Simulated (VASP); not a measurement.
Input of a VASP 6.6.1 run:

The input INCAR:

```
SYSTEM = MgS
PREC = Accurate ; ENCUT = 520
EDIFF = 1E-8 ; ISMEAR = -1
SIGMA = 0.01 ; LREAL = .False.
LASPH = .True. ; NELM = 100
ALGO = Normal ; ISIF = 2
LWAVE = .False. ; LCHARG = .False.
GGA = PE ; LEFG = .True.
NBANDS = 11
```

The input KPOINTS:

```
regular mesh
0
Gamma
  8 8 8
  0 0 0
```

POSCAR

```
MgS
1.0
    0.0000000000      2.5929487644      2.5929487644
    2.5929487644      0.0000000000      2.5929487644
    2.5929487644      2.5929487644      0.0000000000
Mg S
1 1
Direct
    0.0000000000      0.0000000000      0.0000000000
    0.5000000000      0.5000000000      0.5000000000
```

Potentials or basis: VASP PAW PBE potentials, release 64 (Mg, S).

The run is started by

```console
$ cat potpaw_PBE.64/Mg/POTCAR potpaw_PBE.64/S/POTCAR > POTCAR
$ mpirun -np 1 vasp_std > vasp.out
```

Q: What does it give for the band gap on the k mesh?

A: 2.80 eV, indirect (least direct gap 3.79 eV).

Q: Predict the pressure.

A: 1.7 GPa.

Caveat: without QUAD_EFG the Cq values of the log hold for a quadrupole moment of 1 mb, not for the nuclei. A k mesh can miss the band edges.
